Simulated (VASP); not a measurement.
# BaTiO3 (R3m) in VASP: single point with HSE06

Aim: the single point of BaTiO3 with HSE06.

All numbers are computed with VASP 6.6.1; they aren't measurements. Logs are shortened: lines on timing, memory, paths and dates and some standing lists are left out, and cuts for length are marked.

## (1) The cell of the first run

The structure is trigonal, space group R3m (No. 160). The conventional cell has a = 5.680 Å, b = 5.680 Å, c = 6.994 Å, α = 90.00°, β = 90.00°, γ = 120.00°. Ba (site symmetry 3m) has 12 O at 2.78 to 2.93 Å and 8 Ti at 3.40 to 3.59 Å within 3.7 Å. Ti (site symmetry 3m) has 6 O at 1.87 to 2.16 Å within 2.5 Å. Within 2.5 Å of O (site symmetry m) lie 2 Ti at 1.87 to 2.16 Å.

## (2) Single point, HSE06

POSCAR

```
BaTiO3
1.0
    2.8399983119      1.6396737899      2.3313532713
   -2.8399983119      1.6396737899      2.3313532713
    0.0000000000     -3.2793475798      2.3313532713
Ba Ti O
1 1 3
Direct
   -0.0032057836     -0.0032057836     -0.0032057836
    0.4833346622      0.4833346622      0.4833346622
    0.5098255459      0.5098255459      0.0194200296
    0.0194200296      0.5098255459      0.5098255459
    0.5098255459      0.0194200296      0.5098255459
```

INCAR.step1

```
PREC     = Accurate       # precision mode
ENCUT    = 520            # plane-wave cutoff, eV
EDIFF    = 1E-5           # SCF threshold, eV
ISMEAR   = 0              # smearing method
SIGMA    = 0.01           # smearing width, eV
LREAL    = F              # projectors in reciprocal space
LASPH    = T              # aspherical terms in the spheres
NELM     = 80             # most SCF steps
ALGO     = Normal         # electronic algorithm
ISIF     = 2              # what is computed and relaxed
LWAVE    = T              # write WAVECAR
GGA      = PE             # functional
NBANDS   = 28             # bands
```

INCAR.step2

```
PREC     = Accurate       # precision mode
ENCUT    = 520            # plane-wave cutoff, eV
EDIFF    = 1E-7           # SCF threshold, eV
ISMEAR   = 0              # smearing method
SIGMA    = 0.01           # smearing width, eV
LREAL    = F              # projectors in reciprocal space
LASPH    = T              # aspherical terms in the spheres
NELM     = 80             # most SCF steps
ALGO     = Normal         # electronic algorithm
ISIF     = 2              # what is computed and relaxed
LWAVE    = F              # write WAVECAR
LCHARG   = T              # write CHGCAR
GGA      = PE             # functional
LHFCALC  = T              # exact exchange
HFSCREEN = 0.2079         # screening, 1/A
PRECFOCK = Fast         
LELF     = T              # ELF
LVHAR    = T            
ISTART   = 1            
NBANDS   = 28             # bands
```

KPOINTS

```
regular mesh
0
Gamma
  4 4 4
```

Potentials or basis: VASP PAW PBE potentials, release 64 (Ba_sv, Ti_sv, O).

Run with:

```bash
$ cat potpaw_PBE.64/Ba_sv/POTCAR potpaw_PBE.64/Ti_sv/POTCAR potpaw_PBE.64/O/POTCAR > POTCAR
$ cp INCAR.step1 INCAR
$ mpirun -np 1 vasp_std > vasp.out
$ cp INCAR.step2 INCAR
$ mpirun -np 1 vasp_std > vasp.out
```

OUTCAR:

```text
PREC = Accurate
   ENCUT = 520
   EDIFF = 1E-7
   ISMEAR = 0
   LREAL = F
   LASPH = T
   NELM = 80
   ISIF = 2
   GGA = PE
   LHFCALC = T
   HFSCREEN = 0.2079
   PRECFOCK = Fast
   ISTART = 1

 ion  position               nearest neighbor table
   1  0.997  0.997  0.997-   4 2.78   5 2.78   3 2.78   3 2.84   3 2.84   5 2.84   4 2.84   4 2.84
                             5 2.84   4 2.93   5 2.93   3 2.93   2 3.40   2 3.45   2 3.45   2 3.45
   2  0.483  0.483  0.483-   4 1.87   5 1.87   3 1.87   5 2.16   4 2.16   3 2.16   1 3.40   1 3.45
                             1 3.45   1 3.45   1 3.51   1 3.51   1 3.51   1 3.59
   3  0.510  0.510  0.019-   2 1.87   2 2.16   1 2.78   1 2.84   1 2.84   1 2.93
   4  0.019  0.510  0.510-   2 1.87   2 2.16   1 2.78   1 2.84   1 2.84   1 2.93
   5  0.510  0.019  0.510-   2 1.87   2 2.16   1 2.78   1 2.84   1 2.84   1 2.93

  LATTYP: Found a trigonal (rhomboedric) cell.
 ALAT       =     4.0235964788
 COS(alpha) =     0.0035917364

  Lattice vectors:

 A1 = (   2.8399983119,   1.6396737899,   2.3313532713)
 A2 = (  -2.8399983119,   1.6396737899,   2.3313532713)
 A3 = (   0.0000000000,  -3.2793475798,   2.3313532713)

Analysis of symmetry for initial positions (statically):
=====================================================================
 Subroutine PRICEL returns:
 Original cell was already a primitive cell.

 Routine SETGRP: Setting up the symmetry group for a
 trigonal (rhombohedral) supercell.

 Subroutine GETGRP returns: Found  6 space group operations
 (whereof  6 operations were pure point group operations)
 out of a pool of 12 trial point group operations.

The static configuration has the point symmetry C_3v.

Analysis of symmetry for dynamics (positions and initial velocities):
=====================================================================
 Subroutine PRICEL returns:
 Original cell was already a primitive cell.

 Routine SETGRP: Setting up the symmetry group for a
 trigonal (rhombohedral) supercell.

 Subroutine GETGRP returns: Found  6 space group operations
 (whereof  6 operations were pure point group operations)
 out of a pool of 12 trial point group operations.

The dynamic configuration has the point symmetry C_3v.

 Subroutine INISYM returns: Found  6 space group operations
 (whereof  6 operations are pure point group operations),
 and found     1 'primitive' translations

----------------------------------------------------------------------------------------

                                     Primitive cell

  volume of cell :      65.1381

  direct lattice vectors                    reciprocal lattice vectors
     2.839998312  1.639673790  2.331353271     0.176056443  0.101646235  0.142978474
    -2.839998312  1.639673790  2.331353271    -0.176056443  0.101646235  0.142978474
     0.000000000 -3.279347580  2.331353271     0.000000000 -0.203292469  0.142978474

  length of vectors
     4.023596479  4.023596479  4.023596479     0.248537064  0.248537064  0.248537064

  position of ions in fractional coordinates (direct lattice)
     0.996794216  0.996794216  0.996794216
     0.483334662  0.483334662  0.483334662
     0.509825546  0.509825546  0.019420030
     0.019420030  0.509825546  0.509825546
     0.509825546  0.019420030  0.509825546

  ion indices of the primitive-cell ions
   primitive index   ion index
                 1           1
                 2           2
                 3           3
                 4           4
                 5           5

----------------------------------------------------------------------------------------

 KPOINTS: regular mesh

Automatic generation of k-mesh.
 Grid dimensions read from file:
 generate k-points for:    4    4    4

 Generating k-lattice:

  Cartesian coordinates                     Fractional coordinates (reciprocal lattice)
     0.044014111  0.025411559  0.035744619     0.250000000  0.000000000  0.000000000
    -0.044014111  0.025411559  0.035744619     0.000000000  0.250000000  0.000000000
     0.000000000 -0.050823117  0.035744619     0.000000000  0.000000000  0.250000000

  Length of vectors
     0.062134266  0.062134266  0.062134266

  Shift w.r.t. Gamma in fractional coordinates (k-lattice)
     0.000000000  0.000000000  0.000000000

 Subroutine IBZKPT returns following result:
 ===========================================

 Found     13 irreducible k-points:

 Following reciprocal coordinates:
            Coordinates               Weight
  0.000000  0.000000  0.000000      1.000000
  0.250000 -0.000000  0.000000      6.000000
  0.500000 -0.000000  0.000000      3.000000
  0.250000  0.250000  0.000000      6.000000
  0.500000  0.250000  0.000000     12.000000
 -0.250000  0.250000  0.000000      6.000000
  0.500000  0.500000  0.000000      3.000000
  0.250000  0.250000  0.250000      2.000000
  0.500000  0.250000  0.250000      6.000000
 -0.250000  0.250000  0.250000      6.000000
  0.500000  0.500000  0.250000      6.000000
 -0.250000  0.500000  0.250000      6.000000
  0.500000  0.500000  0.500000      1.000000
   k-points           NKPTS =     13   k-points in BZ     NKDIM =     64   number of bands    NBANDS=     28
   number of dos      NEDOS =    301   number of ions     NIONS =      5
   total plane-waves  NPLWV =  27000
   dimension x,y,z NGX =    30 NGY =   30 NGZ =   30
   dimension x,y,z NGXF=    60 NGYF=   60 NGZF=   60
   ions per type =               1   1   3
   NGX,Y,Z   is equivalent  to a cutoff of  12.40, 12.40, 12.40 a.u.
   NGXF,Y,Z  is equivalent  to a cutoff of  24.79, 24.79, 24.79 a.u.
 SYSTEM =  unknown system
   PREC   = accura    normal or accurate (medium, high low for compatibility)
   ISTART =      1    job   : 0-new  1-cont  2-samecut
   ICHARG =      0    charge: 1-file 2-atom 10-const
   ISPIN  =      1    spin polarized calculation?
   LNONCOLLINEAR =      F non collinear calculations
   LSORBIT =      F    spin-orbit coupling
   LASPH  =      T    aspherical Exc in radial PAW
   ENCUT  =  520.0 eV  38.22 Ry    6.18 a.u.   7.48  7.48  7.48*2*pi/ulx,y,z
   NELM   =     80;   NELMIN=  2; NELMDL=  0     # of ELM steps
   EDIFF  = 0.1E-06   stopping-criterion for ELM
   LREAL  =      F    real-space projection
   EDIFFG = 0.1E-05   stopping-criterion for IOM
   NSW    =      0    number of steps for IOM
   IBRION =     -1    ionic relax: 0-MD 1-quasi-New 2-CG
   NFREE  =      0    steps in history (QN), initial steepest desc. (CG)
   ISIF   =      2    stress and relaxation
   ISYM   =      3    0-nonsym 1-usesym 2-fastsym
   POTIM  = 0.5000    time-step for ionic-motion
   TEBEG  =    0.0;   TEEND  =   0.0 temperature during run
   PSTRESS=    0.0 pullay stress
   NELECT =      40.0000    total number of electrons
   NUPDOWN=      -1.0000    fix difference up-down
   EMIN   =  10.00;   EMAX   =-10.00  energy-range for DOS
   EFERMI =   0.00;   METHOD = LEGACY
   ISMEAR =     0;   SIGMA  =   0.01  broadening in eV -4-tet -1-fermi 0-gaus
   EFERMI_NEDOS =   21; number of points for ismear=-14 and -15
   IALGO  =     38    algorithm
   IMIX   =      1    mixing-type and parameters
     AMIX     =   0.40;   BMIX     =  1.00
     AMIX_MAG =   1.60;   BMIX_MAG =  1.00
  volume/ion in A,a.u.               =      13.03        87.91
  Fermi-wavevector in a.u.,A,eV,Ry     =   1.391500  2.629554 26.344582  1.936272
  Thomas-Fermi vector in A             =   2.515333
   LORBIT       =      0    0 simple, 1 ext, 2 COOP (PROOUT), +10 PAW based schemes
   GGA     = PE    functional components
   LHFCALC =     T    Hartree Fock is set to
   PRECFOCK=fast      Normal, Fast or Accurate (Low or Medium for compatibility)
   ENCUT4O =  -1.0   cutoff for four orbital integrals eV
   NKREDX  =     1    reduce k-point grid by
   NKREDY  =     1    reduce k-point grid by
   NKREDZ  =     1    reduce k-point grid by
   AEXX    =    0.2500 exact exchange contribution
   HFSCREEN=    0.2079 screening length (either q_TF or 0.3 A-1)
   HFSCREENC=   0.2079 screening length for correlation (either q_TF or 0.3 A-1)
   ENCUTFOCK=  -1.0 apply spherical cutoff to Coloumb kernel
   IVDW    =     0    specifies the selected vdW correction
   LEPSILON=     F    determine dielectric tensor
   LRPA    =     F    only Hartree local field effects (RPA)
 non-spin polarized calculation
 Gauss-broadening in eV      SIGMA  =   0.01
  energy-cutoff  :      520.00
  volume of cell :       65.14
 maximum number of plane-waves:      1769
 NGX is ok and might be reduce to    30
  NGX = 16; NGY = 16; NGZ = 16

 number of electron      40.0000008 magnetization

 Free energy of the ion-electron system (eV)
  ---------------------------------------------------
  ext. energy  EPLUGINS =         0.00000000
  ---------------------------------------------------
  free energy    TOTEN  =       -48.45612040 eV

  energy without entropy =      -48.45612040  energy(sigma->0) =      -48.45612040

 E-fermi :   2.7738     XC(G=0):  -9.1713

 val. band max:        2.6091412239   @ k =   0.5000   0.5000   0.5000
 cond. band min:       6.5196967941   @ k =   0.0000   0.0000   0.0000
 fundamental gap:      3.9105555702
 Fermi energy:         2.7737992917

 k-point     1 :       0.0000    0.0000    0.0000
  band No.  band energies     occupation
      1     -58.0232      2.00000
      2     -32.6214      2.00000
      3     -32.6214      2.00000
      4     -32.6150      2.00000
      5     -23.5488      2.00000
      6     -15.7949      2.00000
[... 20 lines left out ...]
     27       9.2182      0.00000
     28      11.4417      0.00000

 k-point     2 :       0.2500   -0.0000    0.0000
  band No.  band energies     occupation
      1     -58.0228      2.00000
      2     -32.6445      2.00000
      3     -32.6199      2.00000
      4     -32.6154      2.00000
      5     -23.4843      2.00000
      6     -15.8541      2.00000
[... 20 lines left out ...]
     27      10.3554      0.00000
     28      12.6823      0.00000

 k-point     3 :       0.5000   -0.0000    0.0000
  band No.  band energies     occupation
      1     -58.0224      2.00000
      2     -32.6691      2.00000
      3     -32.6184      2.00000
      4     -32.6141      2.00000
      5     -23.4177      2.00000
      6     -15.9961      2.00000
[... 20 lines left out ...]
     27      11.8329      0.00000
     28      12.5055      0.00000

 k-point     4 :       0.2500    0.2500    0.0000
  band No.  band energies     occupation
      1     -58.0224      2.00000
      2     -32.6442      2.00000
      3     -32.6408      2.00000
      4     -32.6159      2.00000
      5     -23.4317      2.00000
      6     -15.7436      2.00000
[... 237 lines left out ...]
     27      12.3805      0.00000
     28      12.7770      0.00000

 k-point    12 :      -0.2500    0.5000    0.2500
  band No.  band energies     occupation
      1     -58.0216      2.00000
      2     -32.6652      2.00000
      3     -32.6412      2.00000
      4     -32.6363      2.00000
      5     -23.3389      2.00000
      6     -15.4730      2.00000
[... 20 lines left out ...]
     27      12.4482      0.00000
     28      12.6034      0.00000

 k-point    13 :       0.5000    0.5000    0.5000
  band No.  band energies     occupation
      1     -58.0207      2.00000
      2     -32.6633      2.00000
      3     -32.6633      2.00000
      4     -32.6569      2.00000
      5     -23.2655      2.00000
      6     -14.8907      2.00000
[... 20 lines left out ...]
     27      12.4676      0.00000
     28      12.4676      0.00000

------------------------ aborting loop because EDIFF is reached ----------------------------------------

  FORCE on cell =-STRESS in cart. coord.  units (eV):
  Direction    XX          YY          ZZ          XY          YZ          ZX
  --------------------------------------------------------------------------------------
  -------------------------------------------------------------------------------------
  Total       -0.2112962     -0.2112962     -0.0925431      0.0000000     -0.0000000      0.0000000
  in kB       -5.1971745     -5.1971745     -2.2762494      0.0000000     -0.0000000      0.0000000
  external PRESSURE =      -4.2235328 kB  Pullay stress =       0.0000000 kB

 VOLUME and BASIS-vectors are now :
 -----------------------------------------------------------------------------
  energy-cutoff  :      520.00
  volume of cell :       65.14
      direct lattice vectors                 reciprocal lattice vectors
     2.839998312  1.639673790  2.331353271     0.176056443  0.101646235  0.142978474
    -2.839998312  1.639673790  2.331353271    -0.176056443  0.101646235  0.142978474
     0.000000000 -3.279347580  2.331353271     0.000000000 -0.203292469  0.142978474

 POSITION                                       TOTAL-FORCE (eV/Angst)
 -----------------------------------------------------------------------------------
      0.00000      0.00000      6.97164         0.000000      0.000000      0.012704
      0.00000      0.00000      3.38047         0.000000      0.000000     -0.205610
      0.00000      1.60821      2.42244         0.000000     -0.133422      0.064302
     -1.39275     -0.80411      2.42244         0.115547      0.066711      0.064302
      1.39275     -0.80411      2.42244        -0.115547      0.066711      0.064302
 -----------------------------------------------------------------------------------
    total drift:                               -0.000001     -0.000001     -0.015101

  FREE ENERGIE OF THE ION-ELECTRON SYSTEM (eV)
  ---------------------------------------------------
  free  energy   TOTEN  =       -48.4561203973 eV

  energy  without entropy=      -48.4561203973  energy(sigma->0) =      -48.45612040
```

It took 24 min on 1 thread of Intel Xeon Platinum 8259CL at 2.50GHz (Skylake/Cascade Lake), shared host; peak memory 0.29 GiB.

What came out:

```yaml
Free_energy: -48.4561 eV
Pressure: -0.4 GPa
Largest_force: 0.206 eV/Å
Band_gap_on_the_k_mesh: 3.91 eV, indirect (least direct gap 4.36 eV)
```

Forces in eV/Å, atoms in the order of the input:
```
Ba   0.000  0.000  0.013
Ti   0.000  0.000 -0.206
O    0.000 -0.133  0.064
O    0.116  0.067  0.064
O   -0.116  0.067  0.064
```

Caveat: the PAW data sets were made with another functional, which shifts forces and pressure a little; spin-orbit coupling is left out, which moves the levels of the heavy elements.
